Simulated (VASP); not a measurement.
Write the native input for VASP 6.6.1 that does the following.

```yaml
Task: single point
Functional: PBEsol
Potentials_or_basis: VASP PAW PBE potentials, release 64 (Al, Cu)
Cutoff: 520 eV
k_mesh: 4 × 3 × 3
Occupations: fermi-dirac, width 0.1482 eV
Spin: no spin polarisation
Dipole_correction: no
Further_INCAR_settings: LREAL = Auto; ALGO = Normal; EDIFF = 1e-06; NBANDS = 78
```

The structure of Al3Cu2 lies in POSCAR:

```
Al3Cu2
1.0
    6.8921920000     -0.1854640000     -0.0600550000
   -0.1854640000      6.9738980000      0.0067840000
   -0.0600550000      0.0067840000      7.0022850000
Al Cu
12 8
Direct
    0.5869383187      0.1535807017      0.8642322489
    0.2144969685      0.8880920476      0.5581344178
    0.9989407166      0.9846964410      0.9324111951
    0.5227593833      0.7366434208      0.3511892691
    0.9242417533      0.4895630533      0.9377741069
    0.6287706762      0.4643591669      0.6759949086
    0.8905548447      0.1123858858      0.5664304265
    0.6569334436      0.6849021597      0.9946179242
    0.2162272989      0.4079280610      0.4838006662
    0.1272600854      0.6086266098      0.2367761369
    0.4036197253      0.3582967865      0.0812178842
    0.2547299727      0.6317906534      0.8374502399
    0.9082444618      0.8837988100      0.2890173003
    0.8900133744      0.1928994300      0.1632963782
    0.1964684276      0.0722423542      0.2730923849
    0.8563414845      0.7988016992      0.6962610662
    0.2053474073      0.2358476439      0.7916245360
    0.4765815324      0.8239277945      0.7452461432
    0.8087235595      0.5210151288      0.3308238109
    0.5337739883      0.2465495627      0.3538302079
```

The input as run:

INCAR

```
PREC     = Accurate       # precision mode
ENCUT    = 520            # plane-wave cutoff, eV
EDIFF    = 1E-6           # SCF threshold, eV
ISMEAR   = -1             # smearing method
SIGMA    = 0.1482         # smearing width, eV
LREAL    = Auto         
LASPH    = True           # aspherical terms in the spheres
NELM     = 100            # most SCF steps
ALGO     = Normal         # electronic algorithm
ISIF     = 2              # what is computed and relaxed
LWAVE    = False          # write WAVECAR
LCHARG   = True           # write CHGCAR
GGA      = PS             # functional
LELF     = True           # ELF
LVHAR    = True         
NBANDS   = 78             # bands
```

KPOINTS

```
Automatic mesh
0
Gamma
  4 3 3
```

Potentials or basis: VASP PAW PBE potentials, release 64 (Al, Cu).

The run is started by

```bash
$ cat potpaw_PBE.64/Al/POTCAR potpaw_PBE.64/Cu/POTCAR > POTCAR
$ mpirun -np 1 vasp_std > vasp.out
```

It gave:

```
Pressure               : -1.9 GPa
Largest force          : 3.347 eV/Å
Band gap on the k mesh : zero (bands 62 and 63 overlap by 0.51 eV)
```

Caveat: the atoms stand as in a frame of molecular dynamics; the PAW data sets were made with another functional, which shifts forces and pressure a little.

It took 9.6 min on 1 thread of Intel(R) Xeon(R) 6975P-C (Granite Rapids), with other jobs on the host, peak memory 0.56 GiB.
